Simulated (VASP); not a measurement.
# RbMg2 (P6/mmm) in VASP: further runs

Runs on RbMg2. Level: PBE. Tasks: single point.

Everything below comes from runs of VASP 6.6.1. Logs are shortened: lines on timing, memory, paths and dates and some standing lists are left out, and cuts for length are marked.

**1. The cell of the first run**

Symmetry: P6/mmm, No. 191, hexagonal system. Conventional cell: a = 5.826 Å, b = 5.826 Å, c = 4.098 Å, α = 90.00°, β = 90.00°, γ = 120.00°. Rb (site symmetry 6/mmm) has 12 Mg at 3.94 Å and 2 Rb at 4.10 Å within 5.2 Å. Mg (site symmetry -6m2) has 5 Mg at 3.36 to 4.10 Å and 6 Rb at 3.94 Å within 4.4 Å.

**2. Single point, PBE**

Contents of INCAR:

```
PREC = Accurate
ENCUT = 520
EDIFF = 1E-6
ISMEAR = 0
SIGMA = 0.1
LREAL = False
LASPH = True
NELM = 60
ALGO = Normal
ISIF = 2
LWAVE = False
LCHARG = False
GGA = PE
NBANDS = 14
```

Contents of KPOINTS:

```
regular mesh
0
Gamma
  6 6 4
```

Contents of POSCAR:

```
RbMg2
1.0
    5.8264860366      0.0000000000      0.0000000000
   -2.9132430184      5.0458849226      0.0000000000
    0.0000000000      0.0000000000      4.0981416920
Rb Mg
1 2
Direct
    0.0000000000      0.0000000000      0.0000000000
    0.3333333333      0.6666666667      0.5000000000
    0.6666666667      0.3333333333      0.5000000000
```

Potentials or basis: VASP PAW PBE potentials, release 64 (Rb_sv, Mg).

Launch:

```console
cat potpaw_PBE.64/Rb_sv/POTCAR potpaw_PBE.64/Mg/POTCAR > POTCAR
mpirun -np 1 vasp_std > vasp.out
```

OUTCAR:

```text
PREC = Accurate
   ENCUT = 520
   EDIFF = 1E-6
   ISMEAR = 0
   LREAL = False
   LASPH = True
   NELM = 60
   ISIF = 2
   GGA = PE

 ion  position               nearest neighbor table
   1  0.000  0.000  0.000-   2 3.94   3 3.94   2 3.94   3 3.94   3 3.94   3 3.94   2 3.94   2 3.94
                             3 3.94   3 3.94   2 3.94   2 3.94
   2  0.333  0.667  0.500-   3 3.36   3 3.36   3 3.36   1 3.94   1 3.94   1 3.94   1 3.94   1 3.94
                             1 3.94
   3  0.667  0.333  0.500-   2 3.36   2 3.36   2 3.36   1 3.94   1 3.94   1 3.94   1 3.94   1 3.94
                             1 3.94

  LATTYP: Found a hexagonal cell.
 ALAT       =     5.8264860366
 C/A-ratio  =     0.7033642004

  Lattice vectors:

 A1 = (   5.8264860366,   0.0000000000,   0.0000000000)
 A2 = (  -2.9132430184,   5.0458849226,   0.0000000000)
 A3 = (   0.0000000000,   0.0000000000,   4.0981416920)

Analysis of symmetry for initial positions (statically):
=====================================================================
 Subroutine PRICEL returns:
 Original cell was already a primitive cell.

 Routine SETGRP: Setting up the symmetry group for a
 hexagonal supercell.

 Subroutine GETGRP returns: Found 24 space group operations
 (whereof 24 operations were pure point group operations)
 out of a pool of 24 trial point group operations.

The static configuration has the point symmetry D_6h.

Analysis of symmetry for dynamics (positions and initial velocities):
=====================================================================
 Subroutine PRICEL returns:
 Original cell was already a primitive cell.

 Routine SETGRP: Setting up the symmetry group for a
 hexagonal supercell.

 Subroutine GETGRP returns: Found 24 space group operations
 (whereof 24 operations were pure point group operations)
 out of a pool of 24 trial point group operations.

The dynamic configuration has the point symmetry D_6h.

 Subroutine INISYM returns: Found 24 space group operations
 (whereof 24 operations are pure point group operations),
 and found     1 'primitive' translations

----------------------------------------------------------------------------------------

                                     Primitive cell

  volume of cell :     120.4845

  direct lattice vectors                    reciprocal lattice vectors
     5.826486037  0.000000000  0.000000000     0.171630035  0.099090647  0.000000000
    -2.913243018  5.045884923  0.000000000     0.000000000  0.198181293  0.000000000
     0.000000000  0.000000000  4.098141692     0.000000000  0.000000000  0.244013037

  length of vectors
     5.826486037  5.826486037  4.098141692     0.198181293  0.198181293  0.244013037

  position of ions in fractional coordinates (direct lattice)
     0.000000000  0.000000000  0.000000000
     0.333333333  0.666666667  0.500000000
     0.666666667  0.333333333  0.500000000

  ion indices of the primitive-cell ions
   primitive index   ion index
                 1           1
                 2           2
                 3           3

----------------------------------------------------------------------------------------

 KPOINTS: regular mesh

Automatic generation of k-mesh.
 Grid dimensions read from file:
 generate k-points for:    6    6    4

 Generating k-lattice:

  Cartesian coordinates                     Fractional coordinates (reciprocal lattice)
     0.028605006  0.016515108  0.000000000     0.166666667  0.000000000  0.000000000
     0.000000000  0.033030216  0.000000000     0.000000000  0.166666667  0.000000000
     0.000000000  0.000000000  0.061003259     0.000000000  0.000000000  0.250000000

  Length of vectors
     0.033030216  0.033030216  0.061003259

  Shift w.r.t. Gamma in fractional coordinates (k-lattice)
     0.000000000  0.000000000  0.000000000

 Subroutine IBZKPT returns following result:
 ===========================================

 Found     21 irreducible k-points:

 Following reciprocal coordinates:
            Coordinates               Weight
  0.000000  0.000000  0.000000      1.000000
  0.166667  0.000000  0.000000      6.000000
  0.333333  0.000000  0.000000      6.000000
  0.500000  0.000000  0.000000      3.000000
  0.166667  0.166667  0.000000      6.000000
  0.333333  0.166667  0.000000     12.000000
[... 13 lines left out ...]
  0.333333  0.166667  0.500000     12.000000
  0.333333  0.333333  0.500000      2.000000
   k-points           NKPTS =     21   k-points in BZ     NKDIM =     21   number of bands    NBANDS=     14
   number of dos      NEDOS =    301   number of ions     NIONS =      3
   total plane-waves  NPLWV =  69120
   dimension x,y,z NGX =    48 NGY =   48 NGZ =   30
   dimension x,y,z NGXF=    96 NGYF=   96 NGZF=   60
   ions per type =               1   2
   NGX,Y,Z   is equivalent  to a cutoff of  13.70, 13.70, 12.17 a.u.
   NGXF,Y,Z  is equivalent  to a cutoff of  27.39, 27.39, 24.34 a.u.
 SYSTEM =  unknown system
   PREC   = accura    normal or accurate (medium, high low for compatibility)
   ISTART =      0    job   : 0-new  1-cont  2-samecut
   ICHARG =      2    charge: 1-file 2-atom 10-const
   ISPIN  =      1    spin polarized calculation?
   LNONCOLLINEAR =      F non collinear calculations
   LSORBIT =      F    spin-orbit coupling
   LASPH  =      T    aspherical Exc in radial PAW
   ENCUT  =  520.0 eV  38.22 Ry    6.18 a.u.  10.83 10.83  7.62*2*pi/ulx,y,z
   NELM   =     60;   NELMIN=  2; NELMDL= -5     # of ELM steps
   EDIFF  = 0.1E-05   stopping-criterion for ELM
   LREAL  =      F    real-space projection
   EDIFFG = 0.1E-04   stopping-criterion for IOM
   NSW    =      0    number of steps for IOM
   IBRION =     -1    ionic relax: 0-MD 1-quasi-New 2-CG
   NFREE  =      0    steps in history (QN), initial steepest desc. (CG)
   ISIF   =      2    stress and relaxation
   ISYM   =      2    0-nonsym 1-usesym 2-fastsym
   POTIM  = 0.5000    time-step for ionic-motion
   TEBEG  =    0.0;   TEEND  =   0.0 temperature during run
   PSTRESS=    0.0 pullay stress
   NELECT =      13.0000    total number of electrons
   NUPDOWN=      -1.0000    fix difference up-down
   EMIN   =  10.00;   EMAX   =-10.00  energy-range for DOS
   EFERMI =   0.00;   METHOD = LEGACY
   ISMEAR =     0;   SIGMA  =   0.10  broadening in eV -4-tet -1-fermi 0-gaus
   EFERMI_NEDOS =   21; number of points for ismear=-14 and -15
   IALGO  =     38    algorithm
   IMIX   =      4    mixing-type and parameters
     AMIX     =   0.40;   BMIX     =  1.00
     AMIX_MAG =   1.60;   BMIX_MAG =  1.00
  volume/ion in A,a.u.               =      40.16       271.02
  Fermi-wavevector in a.u.,A,eV,Ry     =   0.779373  1.472802  8.264491  0.607423
  Thomas-Fermi vector in A             =   1.882464
   LORBIT       =      0    0 simple, 1 ext, 2 COOP (PROOUT), +10 PAW based schemes
   GGA     = PE    functional components
   LHFCALC =     F    Hartree Fock is set to
   AEXX    =    0.0000 exact exchange contribution
   IVDW    =     0    specifies the selected vdW correction
   LEPSILON=     F    determine dielectric tensor
   LRPA    =     F    only Hartree local field effects (RPA)
 non-spin polarized calculation
 Gauss-broadening in eV      SIGMA  =   0.10
  energy-cutoff  :      520.00
  volume of cell :      120.48
 maximum number of plane-waves:      3267
 NGX is ok and might be reduce to    48
   NGX = 21   NGY = 21   NGZ = 15

 number of electron      13.0000000 magnetization

 Free energy of the ion-electron system (eV)
  ---------------------------------------------------
  ext. energy  EPLUGINS =         0.00000000
  ---------------------------------------------------
  free energy    TOTEN  =        -3.14239466 eV

  energy without entropy =       -3.13967240  energy(sigma->0) =       -3.14103353

 E-fermi :   0.9473     XC(G=0):  -7.1759

 val. band max:        0.9028071977   @ k =   0.5000   0.0000   0.5000
 cond. band min:       1.0633893982   @ k =   0.1667   0.1667   0.2500
 fundamental gap:      0.1605822005
 Fermi energy:         0.9473191343

 k-point     1 :       0.0000    0.0000    0.0000
  band No.  band energies     occupation
      1     -26.9181      2.00000
      2     -11.0443      2.00000
      3     -11.0443      2.00000
      4     -10.9267      2.00000
      5      -3.5710      2.00000
      6       1.1928      0.00052
      7       1.1928      0.00052
      8       1.5649      0.00000
      9       3.2792      0.00000
     10       3.5342      0.00000
     11       3.5342      0.00000
     12       4.9733      0.00000
     13       6.6159      0.00000
     14       7.2775      0.00000

 k-point     2 :       0.1667    0.0000    0.0000
  band No.  band energies     occupation
      1     -26.9180      2.00000
      2     -11.0532      2.00000
      3     -11.0462      2.00000
      4     -10.9262      2.00000
      5      -3.3860      2.00000
      6       0.0841      2.00000
      7       1.1601      0.00262
      8       2.3266      0.00000
      9       3.0349      0.00000
     10       3.7654      0.00000
     11       4.2198      0.00000
     12       4.9448      0.00000
     13       6.9591      0.00000
     14       7.1272      0.00000

 k-point     3 :       0.3333    0.0000    0.0000
  band No.  band energies     occupation
      1     -26.9178      2.00000
      2     -11.0706      2.00000
      3     -11.0500      2.00000
      4     -10.9253      2.00000
      5      -2.8637      2.00000
      6      -1.0237      2.00000
      7       1.1025      0.02822
      8       1.6776      0.00000
      9       4.3286      0.00000
     10       4.3539      0.00000
     11       4.9191      0.00000
     12       5.3099      0.00000
     13       6.8272      0.00000
     14       6.8741      0.00000

 k-point     4 :       0.5000    0.0000    0.0000
  band No.  band energies     occupation
      1     -26.9177      2.00000
      2     -11.0791      2.00000
      3     -11.0519      2.00000
      4     -10.9249      2.00000
      5      -2.2452      2.00000
      6      -1.8234      2.00000
      7       1.0767      0.06726
      8       1.4045      0.00000
      9       4.8008      0.00000
     10       4.9224      0.00000
     11       5.0464      0.00000
     12       5.9847      0.00000
     13       6.5775      0.00000
     14       6.7931      0.00000

 k-point     5 :       0.1667    0.1667    0.0000
  band No.  band energies     occupation
      1     -26.9179      2.00000
      2     -11.0645      2.00000
      3     -11.0508      2.00000
      4     -10.9256      2.00000
      5      -3.0322      2.00000
      6      -0.6596      2.00000
      7       0.6923      1.99969
      8       2.6270      0.00000
      9       3.1515      0.00000
     10       4.7139      0.00000
     11       4.8390      0.00000
[... 225 lines left out ...]
 k-point    19 :       0.1667    0.1667    0.5000
  band No.  band energies     occupation
      1     -26.8967      2.00000
      2     -11.2949      2.00000
      3     -11.0070      2.00000
      4     -10.9982      2.00000
      5      -1.5703      2.00000
      6       0.1040      2.00000
      7       0.6439      1.99998
      8       1.6585      0.00000
      9       2.1176      0.00000
     10       3.5466      0.00000
     11       4.1407      0.00000
     12       4.5851      0.00000
     13       5.8475      0.00000
     14       6.2890      0.00000

 k-point    20 :       0.3333    0.1667    0.5000
  band No.  band energies     occupation
      1     -26.8966      2.00000
      2     -11.2916      2.00000
      3     -11.0138      2.00000
      4     -11.0022      2.00000
      5      -1.2491      2.00000
      6      -0.1616      2.00000
      7       0.7189      1.99876
      8       1.4377      0.00000
      9       1.4644      0.00000
     10       3.7842      0.00000
     11       3.9597      0.00000
     12       5.5676      0.00000
     13       5.8081      0.00000
     14       6.4966      0.00000

 k-point    21 :       0.3333    0.3333    0.5000
  band No.  band energies     occupation
      1     -26.8965      2.00000
      2     -11.2905      2.00000
      3     -11.0098      2.00000
      4     -11.0098      2.00000
      5      -0.7925      2.00000
      6      -0.7925      2.00000
      7       1.1783      0.00109
      8       1.1783      0.00109
      9       1.3993      0.00000
     10       3.2162      0.00000
     11       4.9384      0.00000
     12       4.9384      0.00000
     13       6.2585      0.00000
     14       6.4195      0.00000

------------------------ aborting loop because EDIFF is reached ----------------------------------------

  FORCE on cell =-STRESS in cart. coord.  units (eV):
  Direction    XX          YY          ZZ          XY          YZ          ZX
  --------------------------------------------------------------------------------------
  -------------------------------------------------------------------------------------
  Total       -0.2443311     -0.2443311     -0.3855321      0.0000000      0.0000000      0.0000000
  in kB       -3.2490638     -3.2490638     -5.1267257      0.0000000      0.0000000      0.0000000
  external PRESSURE =      -3.8749511 kB  Pullay stress =       0.0000000 kB

 VOLUME and BASIS-vectors are now :
 -----------------------------------------------------------------------------
  energy-cutoff  :      520.00
  volume of cell :      120.48
      direct lattice vectors                 reciprocal lattice vectors
     5.826486037  0.000000000  0.000000000     0.171630035  0.099090647  0.000000000
    -2.913243018  5.045884923  0.000000000     0.000000000  0.198181293  0.000000000
     0.000000000  0.000000000  4.098141692     0.000000000  0.000000000  0.244013037

 POSITION                                       TOTAL-FORCE (eV/Angst)
 -----------------------------------------------------------------------------------
      0.00000      0.00000      0.00000         0.000000      0.000000      0.000000
     -0.00000      3.36392      2.04907         0.000000      0.000000      0.000000
      2.91324      1.68196      2.04907        -0.000000      0.000000      0.000000
 -----------------------------------------------------------------------------------
    total drift:                                0.000000     -0.000000     -0.000000

  FREE ENERGIE OF THE ION-ELECTRON SYSTEM (eV)
  ---------------------------------------------------
  free  energy   TOTEN  =        -3.1423946554 eV

  energy  without entropy=       -3.1396723993  energy(sigma->0) =       -3.14103353
```

Run time: 21 s. Hardware: 1 thread of Intel Xeon Platinum 8375C at 2.90GHz (Ice Lake), shared host; peak memory 0.25 GiB.

Results:

```
Free energy : -3.1424 eV
Pressure    : -0.4 GPa
```

Stress tensor (GPa, compression positive):
```
-0.32  0.00  0.00
 0.00 -0.32  0.00
 0.00  0.00 -0.51
```

Caveat: the k points lie up to 0.38 Å⁻¹ apart.

(Part 1 of 2 ends here.)
